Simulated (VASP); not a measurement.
# AgBr (Fm-3m) in VASP: single point with LDA+U

Aim: the single point of AgBr with LDA+U.

Everything below comes from runs of VASP 6.6.1. Logs are shortened: lines on timing, memory, paths and dates and some standing lists are left out, and cuts for length are marked.

## (1) The cell of the first run

It takes space group Fm-3m (No. 225, cubic). The conventional cell has a = 5.623 Å, b = 5.623 Å, c = 5.623 Å, α = 90.00°, β = 90.00°, γ = 90.00°. Ag (site symmetry m-3m) has 6 Br at 2.81 Å within 3.7 Å. Within 3.7 Å of Br (site symmetry m-3m) lie 6 Ag at 2.81 Å.

## (2) Single point, LDA+U, non-collinear spin, zero start, spin-orbit coupling (volume scaled by 0.94)

INCAR

```
  PREC = Accurate
  ENCUT = 500
  EDIFF = 1E-6
  ISMEAR = 1
  SIGMA = 0.01
  LREAL = False
  LASPH = True
  NELM = 200
  ALGO = Normal
  ISIF = 2
  LWAVE = False
  LCHARG = False
  MAGMOM = 0 0 0 0 0 0
  LORBIT = 11
  LSORBIT = True
  GGA_COMPAT = False
  LORBMOM = True
  LMAXMIX = 4
  LDAU = True
  LDAUTYPE = 2
  LDAUL = 2 -1
  LDAUU = 1 0
  LDAUJ = 0 0
  LDAUPRINT = 1
  NBANDS = 30
```

KPOINTS

```
Automatic mesh
0
Gamma
  6 6 6
```

POSCAR

```
AgBr
1.0
    0.0000000000      2.8115590699      2.8115590699
    2.8115590699      0.0000000000      2.8115590699
    2.8115590699      2.8115590699      0.0000000000
Ag Br
1 1
Direct
    0.0000000000      0.0000000000      0.0000000000
    0.5000000000      0.5000000000      0.5000000000
```

Potentials or basis: VASP PAW LDA potentials, release 64 (Ag, Br).

Command:

```console
$ cat potpaw_LDA.64/Ag/POTCAR potpaw_LDA.64/Br/POTCAR > POTCAR
$ mpirun -np 1 vasp_ncl > vasp.out
```

OUTCAR:

```text
PREC = Accurate
   ENCUT = 500
   EDIFF = 1E-6
   ISMEAR = 1
   LREAL = False
   LASPH = True
   NELM = 200
   ISIF = 2
   LORBIT = 11
   LSORBIT = True

 ion  position               nearest neighbor table
   1  0.000  0.000  0.000-   2 2.81   2 2.81   2 2.81   2 2.81   2 2.81   2 2.81
   2  0.500  0.500  0.500-   1 2.81   1 2.81   1 2.81   1 2.81   1 2.81   1 2.81

  LATTYP: Found a face centered cubic cell.
 ALAT       =     5.6231181398

  Lattice vectors:

 A1 = (   0.0000000000,   2.8115590699,   2.8115590699)
 A2 = (   2.8115590699,   0.0000000000,   2.8115590699)
 A3 = (   2.8115590699,   2.8115590699,   0.0000000000)

Analysis of symmetry for initial positions (statically):
=====================================================================
 Subroutine PRICEL returns:
 Original cell was already a primitive cell.

 Routine SETGRP: Setting up the symmetry group for a
 face centered cubic supercell.

 Subroutine GETGRP returns: Found 48 space group operations
 (whereof 48 operations were pure point group operations)
 out of a pool of 48 trial point group operations.

The static configuration has the point symmetry O_h .

Analysis of symmetry for dynamics (positions and initial velocities):
=====================================================================
 Subroutine PRICEL returns:
 Original cell was already a primitive cell.

 Routine SETGRP: Setting up the symmetry group for a
 face centered cubic supercell.

 Subroutine GETGRP returns: Found 48 space group operations
 (whereof 48 operations were pure point group operations)
 out of a pool of 48 trial point group operations.

The dynamic configuration has the point symmetry O_h .

Analysis of structural, dynamic, and magnetic symmetry:
=====================================================================
 Subroutine PRICEL returns:
 Original cell was already a primitive cell.

 Routine SETGRP: Setting up the symmetry group for a
 face centered cubic supercell.

 Subroutine GETGRP returns: Found 48 space group operations
 (whereof 48 operations were pure point group operations)
 out of a pool of 48 trial point group operations.

The overall configuration has the point symmetry O_h .

 Subroutine INISYM returns: Found 48 space group operations
 (whereof 48 operations are pure point group operations),
 and found     1 'primitive' translations

----------------------------------------------------------------------------------------

                                     Primitive cell

  volume of cell :      44.4500

  direct lattice vectors                    reciprocal lattice vectors
     0.000000000  2.811559070  2.811559070    -0.177837274  0.177837274  0.177837274
     2.811559070  0.000000000  2.811559070     0.177837274 -0.177837274  0.177837274
     2.811559070  2.811559070  0.000000000     0.177837274  0.177837274 -0.177837274

  length of vectors
     3.976144968  3.976144968  3.976144968     0.308023194  0.308023194  0.308023194

  position of ions in fractional coordinates (direct lattice)
     0.000000000  0.000000000  0.000000000
     0.500000000  0.500000000  0.500000000

  ion indices of the primitive-cell ions
   primitive index   ion index
                 1           1
                 2           2

----------------------------------------------------------------------------------------

 KPOINTS: Automatic mesh

Automatic generation of k-mesh.
 Grid dimensions read from file:
 generate k-points for:    6    6    6

 Generating k-lattice:

  Cartesian coordinates                     Fractional coordinates (reciprocal lattice)
    -0.029639546  0.029639546  0.029639546     0.166666667  0.000000000  0.000000000
[... 143 lines left out ...]
  o =  0.9508  v = -0.0700  0.0000 -0.0000  0.0000  0.0000 -0.0000  0.0350 -0.0000 -0.0000  0.0000      0.0000 -0.0000  0.0000  0.0000 -0.9963 -0.0000 -0.0000 -0.0000  0.0350 -0.0000

 number of electron      17.9999998 magnetization      -0.0000000     -0.0000000     -0.0000000

 Free energy of the ion-electron system (eV)
  ---------------------------------------------------
  ext. energy  EPLUGINS =         0.00000000
  ---------------------------------------------------
  free energy    TOTEN  =        -6.16954959 eV

  energy without entropy =       -6.16954959  energy(sigma->0) =       -6.16954959

 E-fermi :   4.2761     XC(G=0): -10.5706

 val. band max:        4.2295251959   @ k =   0.5000   0.0000   0.0000
 cond. band min:       4.7253097788   @ k =   0.0000   0.0000   0.0000
 fundamental gap:      0.4957845829
 Fermi energy:         4.2761354068

 k-point     1 :       0.0000    0.0000    0.0000
  band No.  band energies     occupation
      1     -11.2288      1.00000
      2     -11.2288      1.00000
      3       0.5050      1.00000
      4       0.5050      1.00000
      5       0.5050      1.00000
      6       0.5050      1.00000
[... 517 lines left out ...]
     29      17.9954      0.00000
     30      17.9954      0.00000

------------------------ aborting loop because EDIFF is reached ----------------------------------------

  FORCE on cell =-STRESS in cart. coord.  units (eV):
  Direction    XX          YY          ZZ          XY          YZ          ZX
  --------------------------------------------------------------------------------------
  -------------------------------------------------------------------------------------
  Total       -0.3453785     -0.3453785     -0.3453785      0.0000000     -0.0000000     -0.0000000
  in kB      -12.4489950    -12.4489950    -12.4489950      0.0000000     -0.0000000     -0.0000000
  external PRESSURE =     -12.4489950 kB  Pullay stress =       0.0000000 kB

 VOLUME and BASIS-vectors are now :
 -----------------------------------------------------------------------------
  energy-cutoff  :      500.00
  volume of cell :       44.45
      direct lattice vectors                 reciprocal lattice vectors
     0.000000000  2.811559070  2.811559070    -0.177837274  0.177837274  0.177837274
     2.811559070  0.000000000  2.811559070     0.177837274 -0.177837274  0.177837274
     2.811559070  2.811559070  0.000000000     0.177837274  0.177837274 -0.177837274

 POSITION                                       TOTAL-FORCE (eV/Angst)
 -----------------------------------------------------------------------------------
      0.00000      0.00000      0.00000        -0.000000     -0.000000      0.000000
      2.81156      2.81156      2.81156         0.000000      0.000000     -0.000000
 -----------------------------------------------------------------------------------
    total drift:                                0.000000      0.000000      0.000000

  FREE ENERGIE OF THE ION-ELECTRON SYSTEM (eV)
  ---------------------------------------------------
  free  energy   TOTEN  =        -6.1695495945 eV

  energy  without entropy=       -6.1695495945  energy(sigma->0) =       -6.16954959

 orbital moment (x)

 # of ion     p       d       tot
 ----------------------------------------
  1        -0.000   0.000   0.000
  2         0.000   0.000   0.000
 ----------------------------------------
           -0.000   0.000   0.000

 orbital moment (y)

 # of ion     p       d       tot
 ----------------------------------------
  1         0.000   0.000   0.000
  2         0.000  -0.000  -0.000
 ----------------------------------------
            0.000   0.000   0.000

 orbital moment (z)

 # of ion     p       d       tot
 ----------------------------------------
  1         0.000   0.000   0.000
  2         0.000   0.000   0.000
 ----------------------------------------
            0.000   0.000   0.000

 Spin-Orbit-Coupling matrix elements

 Ion:    1  E_soc:     -0.0421921
 l=   1
     0.0000000    -0.0013112    -0.0013112
    -0.0013112     0.0000000    -0.0013112
    -0.0013112    -0.0013112     0.0000000
 l=   2
     0.0000000    -0.0011547     0.0000000    -0.0011547    -0.0045662
    -0.0011547     0.0000000    -0.0034246    -0.0011547    -0.0011415
     0.0000000    -0.0034246     0.0000000    -0.0034246     0.0000000
    -0.0011547    -0.0011547    -0.0034246     0.0000000    -0.0011415
    -0.0045662    -0.0011415     0.0000000    -0.0011415     0.0000000
 l=   3
     0.0000000     0.0000000     0.0000000     0.0000000     0.0000000     0.0000000     0.0000000
     0.0000000     0.0000000     0.0000000     0.0000000     0.0000000     0.0000000     0.0000000
     0.0000000     0.0000000     0.0000000     0.0000000     0.0000000     0.0000000     0.0000000
     0.0000000     0.0000000     0.0000000     0.0000000     0.0000000     0.0000000     0.0000000
     0.0000000     0.0000000     0.0000000     0.0000000     0.0000000     0.0000000     0.0000000
     0.0000000     0.0000000     0.0000000     0.0000000     0.0000000     0.0000000     0.0000000
     0.0000000     0.0000000     0.0000000     0.0000000     0.0000000     0.0000000     0.0000000

 Ion:    2  E_soc:     -0.0603139
 l=   1
     0.0000000    -0.0100369    -0.0100369
    -0.0100369     0.0000000    -0.0100369
    -0.0100369    -0.0100369     0.0000000
 l=   2
     0.0000000     0.0000004     0.0000000     0.0000004    -0.0000158
     0.0000004     0.0000000    -0.0000118     0.0000004    -0.0000039
     0.0000000    -0.0000118     0.0000000    -0.0000118     0.0000000
     0.0000004     0.0000004    -0.0000118     0.0000000    -0.0000039
    -0.0000158    -0.0000039     0.0000000    -0.0000039     0.0000000
 l=   3
     0.0000000     0.0000000     0.0000000     0.0000000     0.0000000     0.0000000     0.0000000
     0.0000000     0.0000000     0.0000000     0.0000000     0.0000000     0.0000000     0.0000000
     0.0000000     0.0000000     0.0000000     0.0000000     0.0000000     0.0000000     0.0000000
     0.0000000     0.0000000     0.0000000     0.0000000     0.0000000     0.0000000     0.0000000
     0.0000000     0.0000000     0.0000000     0.0000000     0.0000000     0.0000000     0.0000000
     0.0000000     0.0000000     0.0000000     0.0000000     0.0000000     0.0000000     0.0000000
     0.0000000     0.0000000     0.0000000     0.0000000     0.0000000     0.0000000     0.0000000

 total charge

# of ion       s       p       d       tot
------------------------------------------
    1        0.254   0.182   9.371   9.807
    2        1.618   3.183   0.033   4.834
--------------------------------------------------
tot          1.872   3.365   9.404  14.641

 magnetization (x)

# of ion       s       p       d       tot
------------------------------------------
    1        0.000   0.000  -0.000   0.000
    2        0.000   0.000   0.000   0.000
--------------------------------------------------
tot          0.000   0.000  -0.000   0.000

 magnetization (y)

# of ion       s       p       d       tot
------------------------------------------
    1        0.000   0.000   0.000   0.000
    2        0.000   0.000   0.000   0.000
--------------------------------------------------
tot          0.000   0.000   0.000   0.000

 magnetization (z)

# of ion       s       p       d       tot
------------------------------------------
    1        0.000  -0.000   0.000  -0.000
    2        0.000   0.000   0.000   0.000
--------------------------------------------------
tot          0.000  -0.000   0.000  -0.000
```

Run time: 36 s. Hardware: 1 thread of Intel Xeon Platinum 8375C at 2.90GHz (Ice Lake), shared host; peak memory 0.24 GiB.

Results:

```
Free energy                                           : -6.1695 eV
Pressure                                              : -1.2 GPa
Net moment                                            : 0.00 μB per cell
Valence electrons inside the program's atomic spheres : Ag 9.81; Br 4.83
```

Moments on the atoms (μB; x, y, z):
```
Ag  0.00 0.00 0.00
Br  0.00 0.00 0.00
```
